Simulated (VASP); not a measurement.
Set up this calculation in VASP 6.6.1, as the native input.

| Item | Value |
| --- | --- |
| Task | single point |
| Functional | PBE |
| Potentials or basis | VASP PAW PBE potentials, release 64 (C_h) |
| Cutoff | 1300 eV |
| k mesh | 4 × 4 × 2 |
| Occupations | gaussian, width 0.1 eV |
| Spin | no spin polarisation |
| Dipole correction | no |
| Further INCAR settings | ALGO = Normal; EDIFF = 1e-06; NBANDS = 36 |

The structure of C lies in POSCAR:

```
C
1.0
    2.6964222464     -0.0006220990      2.6900962316
   -2.4468909272     -4.4738278612     -0.2368204548
    4.4036007686     -0.0066395832     -4.4473161849
C
12
Direct
    0.2283360831      0.5294914643      0.9257753852
    0.1933419318      0.4989891646      0.4178528028
    0.9490034471     -0.0295404227      0.5354103338
    0.9441097704      0.0010707227      0.0433922521
    0.5366622260      0.7812637359      0.4908839826
    0.6427125071      0.6864862839     -0.0374579038
    0.9504997352      0.2503638352      0.7303169892
    0.9287659443      0.2501742477      0.2303655268
    0.9391894186      0.2458466260      0.9659777130
    0.9432186622      0.2535707288      0.4942630027
    0.2064056582      0.8135442534      0.4990379286
    0.0051987361      0.7187393604     -0.0295400730
```

The input as run:

INCAR

```
PREC     = Accurate       # precision mode
ENCUT    = 1300           # plane-wave cutoff, eV
EDIFF    = 1E-6           # SCF threshold, eV
ISMEAR   = 0              # smearing method
SIGMA    = 0.1            # smearing width, eV
LREAL    = False          # projectors in reciprocal space
LASPH    = True           # aspherical terms in the spheres
NELM     = 120            # most SCF steps
ALGO     = Normal         # electronic algorithm
ISIF     = 2              # what is computed and relaxed
LWAVE    = False          # write WAVECAR
LCHARG   = False          # write CHGCAR
GGA      = PE             # functional
NBANDS   = 36             # bands
GGA_COMPAT= False
```

KPOINTS

```
Automatic mesh
0
Gamma
  4 4 2
```

Potentials or basis: VASP PAW PBE potentials, release 64 (C_h).

The run is started by

```bash
$ cat potpaw_PBE.64/C_h/POTCAR > POTCAR
$ mpirun -np 1 vasp_std > vasp.out
```

It gave:

```
Pressure               : -0.2 GPa
Largest force          : 0.027 eV/Å
Band gap on the k mesh : 0.76 eV (least direct gap 1.93 eV)
```

Caveat: the k points lie up to 0.53 Å⁻¹ apart.

It took 4.3 min on 1 thread of AMD EPYC 7R13 Processor (Zen 3), with other jobs on the host, peak memory 0.56 GiB.
